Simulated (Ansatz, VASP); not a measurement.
**Pb: VASP beside Ansatz**

```
Pb
1.0
     0.00000    2.56859    2.46980
     2.56859    0.00000    2.46980
     2.56859    2.56859    0.00000
Pb
1
Direct
  0.00000 0.00000 0.00000
```

Change from the starting cell: strain +0.040 along x and y, +0.000 along z, atoms carried along.

Alike in both runs: task single point; functional PBE; k mesh 16 × 16 × 16; occupations gaussian, width 0.15 eV; no spin polarisation.

```csv
,VASP,Ansatz
version,VASP 6.6.1,Ansatz 0.2.0
potentials or method,"VASP PAW PBE potentials, release 64 (Pb_d), cutoff 520 eV","scalar-relativistic, plane waves, PAW"
valence electrons in the cell,14,14
```

```csv
,VASP,Ansatz,Ansatz less VASP
gap on the k mesh at the Fermi level (eV),none,none,-
pressure (GPa),-0.8,-0.8,+0.01
"traceless stress, the component that is largest in VASP (GPa)",0.45,0.46,+0.002
```

A gap of «none» marks a metal or a gap that the smearing closes. The functional is the same, so the differences come from potentials, cutoffs and numerics.

Spin-orbit coupling is off throughout.
